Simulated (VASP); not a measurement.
Wanted: the native input for a VASP 6.6.1 run.

| Item | Value |
| --- | --- |
| Task | single point |
| Functional | LDA |
| Potentials or basis | VASP PAW LDA potentials, release 64 (K_sv) |
| Cutoff | 520 eV |
| k mesh | 12 × 12 × 12 |
| Occupations | gaussian, width 0.05 eV |
| Spin | no spin polarisation |
| Dipole correction | no |
| Further INCAR settings | ALGO = Normal; EDIFF = 1e-06; NBANDS = 10 |

The structure of K lies in POSCAR:

```
K
1.0
   -2.6150000000      2.6150000000      2.6150000000
    2.6150000000     -2.6150000000      2.6150000000
    2.6150000000      2.6150000000     -2.6150000000
K
1
Direct
    0.0000000000      0.0000000000      0.0000000000
```

One way to write it, as run:

INCAR

```
PREC     = Accurate       # precision mode
ENCUT    = 520            # plane-wave cutoff, eV
EDIFF    = 1E-6           # SCF threshold, eV
ISMEAR   = 0              # smearing method
SIGMA    = 0.05           # smearing width, eV
LREAL    = F              # projectors in reciprocal space
LASPH    = T              # aspherical terms in the spheres
NELM     = 80             # most SCF steps
ALGO     = Normal         # electronic algorithm
ISIF     = 2              # what is computed and relaxed
LWAVE    = F              # write WAVECAR
LCHARG   = T              # write CHGCAR
LELF     = T              # ELF
LVHAR    = T            
NBANDS   = 10             # bands
```

KPOINTS

```
Automatic mesh
0
Gamma
  12 12 12
```

Potentials or basis: VASP PAW LDA potentials, release 64 (K_sv).

Command:

```sh
$ cat potpaw_LDA.64/K_sv/POTCAR > POTCAR
$ mpirun -np 1 vasp_std > vasp.out
```

It gave:

The pressure is -0.4 GPa.

It took 14 s on 1 thread of Intel(R) Xeon(R) 6975P-C (Granite Rapids), on a shared host, peak memory 0.19 GiB.
